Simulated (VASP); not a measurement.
Wanted: the native input for a VASP 6.6.1 run.

* Task: single point
* Functional: HF
* Potentials or basis: VASP PAW PBE potentials, release 64 (Zn, S)
* Cutoff: 520 eV
* k mesh: 4 × 4 × 3
* Occupations: fermi-dirac, width 0.05 eV
* Spin: no spin polarisation
* Dipole correction: no
* Grid for exact exchange (PRECFOCK): Normal
* Further INCAR settings: ALGO = Normal; EDIFF = 1e-07; NBANDS = 26
* Share of exact exchange: 1

The system is ZnS.

```
Zn S
1.0
     3.81100    0.00000    0.00000
    -1.90550    3.30042    0.00000
     0.00000    0.00000    6.23400
Zn S
2 2
Direct
  0.66667 0.33333 0.50000
  0.33333 0.66667 0.00000
  0.66667 0.33333 0.88500
  0.33333 0.66667 0.38500
```

These files were run (other wordings do the same):

POSCAR

```
ZnS
1.0
    3.8110000000      0.0000000000      0.0000000000
   -1.9055000000      3.3004228138      0.0000000000
    0.0000000000      0.0000000000      6.2340000000
Zn S
2 2
Direct
    0.6666666667      0.3333333333      0.5000000000
    0.3333333333      0.6666666667      0.0000000000
    0.6666666667      0.3333333333      0.8850000000
    0.3333333333      0.6666666667      0.3850000000
```

INCAR.step1

```
SYSTEM = ZnS
  PREC = Accurate
  ENCUT = 520
  EDIFF = 1E-5
  ISMEAR = -1
  SIGMA = 0.05
  LREAL = .FALSE.
  LASPH = .TRUE.
  NELM = 80
  ALGO = Normal
  ISIF = 2
  LWAVE = .TRUE.
  LCHARG = .FALSE.
  GGA = PE
  NBANDS = 26
```

INCAR.step2

```
SYSTEM = ZnS
  PREC = Accurate
  ENCUT = 520
  EDIFF = 1E-7
  ISMEAR = -1
  SIGMA = 0.05
  LREAL = .FALSE.
  LASPH = .TRUE.
  NELM = 80
  ALGO = Normal
  ISIF = 2
  LWAVE = .FALSE.
  LCHARG = .FALSE.
  GGA = PE
  LHFCALC = .TRUE.
  AEXX = 1.0
  ALDAC = 0.0
  AGGAC = 0.0
  PRECFOCK = Normal
  ISTART = 1
  NBANDS = 26
```

KPOINTS

```
regular mesh
0
G
  4 4 3
  0 0 0
```

Potentials or basis: VASP PAW PBE potentials, release 64 (Zn, S).

Run with:

```bash
$ cat potpaw_PBE.64/Zn/POTCAR potpaw_PBE.64/S/POTCAR > POTCAR
$ cp INCAR.step1 INCAR
$ mpirun -np 1 vasp_std > vasp.out
$ cp INCAR.step2 INCAR
$ mpirun -np 1 vasp_std > vasp.out
```

Results of the run:

```json
{
  "Pressure": "8.9 GPa",
  "Largest force": "0.383 eV/Å",
  "Band gap on the k mesh": "10.39 eV"
}
```

Caveat: the k points lie up to 0.48 Å⁻¹ apart; the PAW data sets were made with another functional, which shifts forces and pressure a little.

Wall time 73 min on 1 thread of Intel(R) Xeon(R) Platinum 8375C CPU @ 2.90GHz (Ice Lake), with other jobs on the host, peak memory 0.21 GiB.
